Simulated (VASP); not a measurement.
# CoPtO2 (R-3m) in VASP: settings compared

CoPtO2 is run at these levels: PBE, LDA; tasks: single point.

Program: VASP 6.6.1. These are calculated values, not measurements. Logs are shortened: lines on timing, memory, paths and dates and some standing lists are left out, and cuts for length are marked.

## (1) The cell of the first run

The structure is trigonal, space group R-3m (No. 166). The conventional cell has a = 2.825 Å, b = 2.825 Å, c = 17.818 Å, α = 90.00°, β = 90.00°, γ = 120.00°. Within 2.6 Å of Pt (site symmetry -3m) lie 2 O at 2.00 Å. Within 2.5 Å of Co (site symmetry -3m) lie 6 O at 1.90 Å. O (site symmetry 3m) has 3 Co at 1.90 Å and 1 Pt at 2.00 Å and 3 O at 2.53 Å within 2.6 Å.

## (2) Single point, PBE, collinear spin, ferromagnetic start

INCAR reads:

```
SYSTEM = CoPtO2
ALGO = Normal
EDIFF = 1E-6
ENCUT = 600
GGA = PE
GGA_COMPAT = .FALSE.
ISIF = 2
ISMEAR = 0
ISPIN = 2
LASPH = .TRUE.
LCHARG = .FALSE.
LMAXMIX = 4
LORBIT = 11
LREAL = .FALSE.
LWAVE = .FALSE.
MAGMOM = 0 2 0 0
NBANDS = 28
NELM = 200
PREC = Accurate
SIGMA = 0.025
```

KPOINTS reads:

```
k-points
0
G
  11 11 11
  0 0 0
```

POSCAR reads:

```
CoPtO2
1.0
    1.4122699173      0.8153744169      5.9393891094
   -1.4122699173      0.8153744169      5.9393891094
    0.0000000000     -1.6307488338      5.9393891094
Pt Co O
1 1 2
Direct
    0.0000000000      0.0000000000      0.0000000000
    0.5000000000      0.5000000000      0.5000000000
    0.1122440300      0.1122440300      0.1122440300
    0.8877559700      0.8877559700      0.8877559700
```

Potentials or basis: VASP PAW PBE potentials, release 64 (Pt, Co, O).

Command:

```sh
$ cat potpaw_PBE.64/Pt/POTCAR potpaw_PBE.64/Co/POTCAR potpaw_PBE.64/O/POTCAR > POTCAR
$ mpirun -np 1 vasp_std > vasp.out
```

OUTCAR:

```text
SYSTEM = CoPtO2
   EDIFF = 1E-6
   ENCUT = 600
   GGA = PE
   ISIF = 2
   ISMEAR = 0
   ISPIN = 2
   LASPH = .TRUE.
   LORBIT = 11
   LREAL = .FALSE.
   NELM = 200
   PREC = Accurate

 ion  position               nearest neighbor table
   1  0.000  0.000  0.000-   3 2.00   4 2.00
   2  0.500  0.500  0.500-   3 1.90   4 1.90   3 1.90   3 1.90   4 1.90   4 1.90
   3  0.112  0.112  0.112-   2 1.90   2 1.90   2 1.90   1 2.00
   4  0.888  0.888  0.888-   2 1.90   2 1.90   2 1.90   1 2.00

  LATTYP: Found a trigonal (rhomboedric) cell.
 ALAT       =     6.1591951383
 COS(alpha) =     0.8948480128

  Lattice vectors:

 A1 = (   1.4122699173,   0.8153744169,   5.9393891094)
 A2 = (  -1.4122699173,   0.8153744169,   5.9393891094)
 A3 = (   0.0000000000,  -1.6307488338,   5.9393891094)

Analysis of symmetry for initial positions (statically):
=====================================================================
 Subroutine PRICEL returns:
 Original cell was already a primitive cell.

 Routine SETGRP: Setting up the symmetry group for a
 trigonal (rhombohedral) supercell.

 Subroutine GETGRP returns: Found 12 space group operations
 (whereof 12 operations were pure point group operations)
 out of a pool of 12 trial point group operations.

The static configuration has the point symmetry D_3d.

Analysis of symmetry for dynamics (positions and initial velocities):
=====================================================================
 Subroutine PRICEL returns:
 Original cell was already a primitive cell.

 Routine SETGRP: Setting up the symmetry group for a
 trigonal (rhombohedral) supercell.

 Subroutine GETGRP returns: Found 12 space group operations
 (whereof 12 operations were pure point group operations)
 out of a pool of 12 trial point group operations.

The dynamic configuration has the point symmetry D_3d.

Analysis of structural, dynamic, and magnetic symmetry:
=====================================================================
 Subroutine PRICEL returns:
 Original cell was already a primitive cell.

 Routine SETGRP: Setting up the symmetry group for a
 trigonal (rhombohedral) supercell.

 Subroutine GETGRP returns: Found 12 space group operations
 (whereof 12 operations were pure point group operations)
 out of a pool of 12 trial point group operations.

The overall configuration has the point symmetry D_3d.

 Subroutine INISYM returns: Found 12 space group operations
 (whereof 12 operations are pure point group operations),
 and found     1 'primitive' translations

----------------------------------------------------------------------------------------

                                     Primitive cell

  volume of cell :      41.0363

  direct lattice vectors                    reciprocal lattice vectors
     1.412269917  0.815374417  5.939389109     0.354039971  0.204405072  0.056122495
    -1.412269917  0.815374417  5.939389109    -0.354039971  0.204405072  0.056122495
     0.000000000 -1.630748834  5.939389109     0.000000000 -0.408810145  0.056122495

  length of vectors
     6.159195138  6.159195138  6.159195138     0.412644482  0.412644482  0.412644482

  position of ions in fractional coordinates (direct lattice)
     0.000000000  0.000000000  0.000000000
     0.500000000  0.500000000  0.500000000
     0.112244030  0.112244030  0.112244030
     0.887755970  0.887755970  0.887755970

  ion indices of the primitive-cell ions
   primitive index   ion index
                 1           1
                 2           2
                 3           3
                 4           4

----------------------------------------------------------------------------------------

 KPOINTS: k-points

Automatic generation of k-mesh.
 Grid dimensions read from file:
 generate k-points for:   11   11   11

 Generating k-lattice:

  Cartesian coordinates                     Fractional coordinates (reciprocal lattice)
     0.032185452  0.018582279  0.005102045     0.090909091  0.000000000  0.000000000
    -0.032185452  0.018582279  0.005102045     0.000000000  0.090909091  0.000000000
     0.000000000 -0.037164559  0.005102045     0.000000000  0.000000000  0.090909091

  Length of vectors
     0.037513135  0.037513135  0.037513135

  Shift w.r.t. Gamma in fractional coordinates (k-lattice)
     0.000000000  0.000000000  0.000000000

 Subroutine IBZKPT returns following result:
 ===========================================

 Found    146 irreducible k-points:

 Following reciprocal coordinates:
            Coordinates               Weight
  0.000000  0.000000  0.000000      1.000000
  0.090909 -0.000000  0.000000      6.000000
  0.181818 -0.000000 -0.000000      6.000000
  0.272727 -0.000000  0.000000      6.000000
  0.363636  0.000000 -0.000000      6.000000
  0.454545 -0.000000  0.000000      6.000000
[... 16 lines left out ...]
 -0.272727  0.181818 -0.000000     12.000000
 -0.181818  0.181818  0.000000      6.000000
 [... further k-points ...]
   k-points           NKPTS =    146   k-points in BZ     NKDIM =    146   number of bands    NBANDS=     28
   number of dos      NEDOS =    301   number of ions     NIONS =      4
   total plane-waves  NPLWV = 125000
   dimension x,y,z NGX =    50 NGY =   50 NGZ =   50
   dimension x,y,z NGXF=   100 NGYF=  100 NGZF=  100
   ions per type =               1   1   2
   NGX,Y,Z   is equivalent  to a cutoff of  13.50, 13.50, 13.50 a.u.
   NGXF,Y,Z  is equivalent  to a cutoff of  26.99, 26.99, 26.99 a.u.
 SYSTEM =  CoPtO2
   PREC   = accura    normal or accurate (medium, high low for compatibility)
   ISTART =      0    job   : 0-new  1-cont  2-samecut
   ICHARG =      2    charge: 1-file 2-atom 10-const
   ISPIN  =      2    spin polarized calculation?
   LNONCOLLINEAR =      F non collinear calculations
   LSORBIT =      F    spin-orbit coupling
   LASPH  =      T    aspherical Exc in radial PAW
   ENCUT  =  600.0 eV  44.10 Ry    6.64 a.u.  12.30 12.30 12.30*2*pi/ulx,y,z
   NELM   =    200;   NELMIN=  2; NELMDL= -5     # of ELM steps
   EDIFF  = 0.1E-05   stopping-criterion for ELM
   LREAL  =      F    real-space projection
   EDIFFG = 0.1E-04   stopping-criterion for IOM
   NSW    =      0    number of steps for IOM
   IBRION =     -1    ionic relax: 0-MD 1-quasi-New 2-CG
   NFREE  =      0    steps in history (QN), initial steepest desc. (CG)
   ISIF   =      2    stress and relaxation
   ISYM   =      2    0-nonsym 1-usesym 2-fastsym
   POTIM  = 0.5000    time-step for ionic-motion
   TEBEG  =    0.0;   TEEND  =   0.0 temperature during run
   PSTRESS=    0.0 pullay stress
   NELECT =      31.0000    total number of electrons
   NUPDOWN=      -1.0000    fix difference up-down
   EMIN   =  10.00;   EMAX   =-10.00  energy-range for DOS
   EFERMI =   0.00;   METHOD = LEGACY
   ISMEAR =     0;   SIGMA  =   0.03  broadening in eV -4-tet -1-fermi 0-gaus
   EFERMI_NEDOS =   21; number of points for ismear=-14 and -15
   IALGO  =     38    algorithm
   IMIX   =      4    mixing-type and parameters
     AMIX     =   0.40;   BMIX     =  1.00
     AMIX_MAG =   1.60;   BMIX_MAG =  1.00
  volume/ion in A,a.u.               =      10.26        69.23
  Fermi-wavevector in a.u.,A,eV,Ry     =   1.490983  2.817550 30.246177  2.223031
  Thomas-Fermi vector in A             =   2.603696
   LORBIT       =     11    0 simple, 1 ext, 2 COOP (PROOUT), +10 PAW based schemes
   GGA     = PE    functional components
   LHFCALC =     F    Hartree Fock is set to
   AEXX    =    0.0000 exact exchange contribution
   IVDW    =     0    specifies the selected vdW correction
   LEPSILON=     F    determine dielectric tensor
   LRPA    =     F    only Hartree local field effects (RPA)
 spin polarized calculation
 Gauss-broadening in eV      SIGMA  =   0.03
  energy-cutoff  :      600.00
  volume of cell :       41.04
 maximum number of plane-waves:      1403
 NGX is ok and might be reduce to    50
   NGX = 25   NGY = 25   NGZ = 25

 number of electron      30.9999997 magnetization      -0.0001426

 number of electron      30.9999997 magnetization       0.0000621

 Free energy of the ion-electron system (eV)
  ---------------------------------------------------
  ext. energy  EPLUGINS =         0.00000000
  ---------------------------------------------------
  free energy    TOTEN  =       -26.45863216 eV

  energy without entropy =      -26.45836346  energy(sigma->0) =      -26.45849781

 E-fermi :   8.7675     XC(G=0): -12.6849

 val. band max:        8.7436982902   @ k =  -0.3636  -0.3636   0.0909
 cond. band min:       8.8491214147   @ k =   0.4545   0.4545   0.0000
 fundamental gap:      0.1054231245
 Fermi energy:         8.7675414171

 spin component 1

 k-point     1 :       0.0000    0.0000    0.0000
  band No.  band energies     occupation
      1     -12.8988      1.00000
      2     -10.9963      1.00000
      3      -0.9446      1.00000
      4       1.7228      1.00000
      5       2.1860      1.00000
      6       2.1860      1.00000
[... 19 lines left out ...]
     26      27.1122      0.00000
     27      30.3135      0.00000
[... 667 lines left out ...]
      5       2.0414      1.00000
      6       2.5428      1.00000
[... 19 lines left out ...]
     26      26.4469      0.00000
     27      26.8588      0.00000

 [... further k-points ...]

 spin component 2

 k-point     1 :       0.0000    0.0000    0.0000
  band No.  band energies     occupation
      1     -12.8989      1.00000
      2     -10.9963      1.00000
      3      -0.9446      1.00000
      4       1.7229      1.00000
      5       2.1859      1.00000
      6       2.1859      1.00000
[... 19 lines left out ...]
     26      27.1123      0.00000
     27      30.3135      0.00000
[... 667 lines left out ...]
      5       2.0414      1.00000
      6       2.5428      1.00000
[... 19 lines left out ...]
     26      26.4469      0.00000
     27      26.8588      0.00000

 [... further k-points ...]

 [bands above 27 left out]

------------------------ aborting loop because EDIFF is reached ----------------------------------------

  FORCE on cell =-STRESS in cart. coord.  units (eV):
  Direction    XX          YY          ZZ          XY          YZ          ZX
  --------------------------------------------------------------------------------------
  -------------------------------------------------------------------------------------
  Total        1.5772495      1.5772495      1.2916507     -0.0000000      0.0000000      0.0000000
  in kB       61.5804945     61.5804945     50.4298682     -0.0000000      0.0000000      0.0000000
  external PRESSURE =      57.8636190 kB  Pullay stress =       0.0000000 kB

 VOLUME and BASIS-vectors are now :
 -----------------------------------------------------------------------------
  energy-cutoff  :      600.00
  volume of cell :       41.04
      direct lattice vectors                 reciprocal lattice vectors
     1.412269917  0.815374417  5.939389109     0.354039971  0.204405072  0.056122495
    -1.412269917  0.815374417  5.939389109    -0.354039971  0.204405072  0.056122495
     0.000000000 -1.630748834  5.939389109     0.000000000 -0.408810145  0.056122495

 POSITION                                       TOTAL-FORCE (eV/Angst)
 -----------------------------------------------------------------------------------
      0.00000      0.00000      0.00000         0.000000      0.000000      0.000000
      0.00000      0.00000      8.90908        -0.000000     -0.000000      0.000000
      0.00000      0.00000      1.99998         0.000000     -0.000000     -0.121129
      0.00000      0.00000     15.81818         0.000000      0.000000      0.121129
 -----------------------------------------------------------------------------------
    total drift:                               -0.000000     -0.000000     -0.000000

  FREE ENERGIE OF THE ION-ELECTRON SYSTEM (eV)
  ---------------------------------------------------
  free  energy   TOTEN  =       -26.4586321603 eV

  energy  without entropy=      -26.4583634631  energy(sigma->0) =      -26.45849781

 total charge

# of ion       s       p       d       tot
------------------------------------------
    1        0.650   0.571   8.014   9.236
    2        0.432   0.668   7.362   8.462
    3        1.553   3.460   0.000   5.014
    4        1.553   3.460   0.000   5.014
--------------------------------------------------
tot          4.189   8.160  15.376  27.725

 magnetization (x)

# of ion       s       p       d       tot
------------------------------------------
    1        0.000   0.000   0.000   0.000
    2       -0.000  -0.000  -0.000  -0.000
    3       -0.000   0.000   0.000   0.000
    4       -0.000   0.000   0.000   0.000
--------------------------------------------------
tot          0.000   0.000   0.000   0.000
```

Wall time 70 min (1 thread of Intel Xeon 8259CL, shared host); peak memory 0.66 GiB.

Results:

| Item | Value |
| --- | --- |
| Free energy | -26.4586 eV |
| Pressure | 5.8 GPa |
| Largest force | 0.121 eV/Å |
| Net moment | 0.00 μB per cell |
| Valence electrons inside the program's atomic spheres | Pt 9.24; Co 8.46; O 5.01 |

Forces on the atoms (eV/Å):
```
Pt   0.000  0.000  0.000
Co   0.000  0.000  0.000
O    0.000  0.000 -0.121
O    0.000  0.000  0.121
```

Levels at points of the mesh, in eV from the Fermi level:
Spin up:
```csv
k point,band 12,band 13,band 14,band 15,band 16,band 17,band 18,band 19,band 20,band 21
"(0.00, 0.00, 0.00)",-2.00,-2.00,-1.64,-1.64,-1.60,1.80,1.80,2.74,5.52,8.97
```
Spin down:
```tsv
k point	band 12	band 13	band 14	band 15	band 16	band 17	band 18	band 19	band 20	band 21
(0.00, 0.00, 0.00)	-2.00	-2.00	-1.64	-1.64	-1.60	1.80	1.80	2.74	5.52	8.97
```

Caveat: the cell stands under pressure; the moments typed at the start vanished in this run; spin-orbit coupling is left out, which moves the levels of the heavy elements; semilocal functionals often make such compounds metallic where correlation or magnetic order opens a gap, which also shifts bond lengths.

(Part 1 of 2 ends here.)
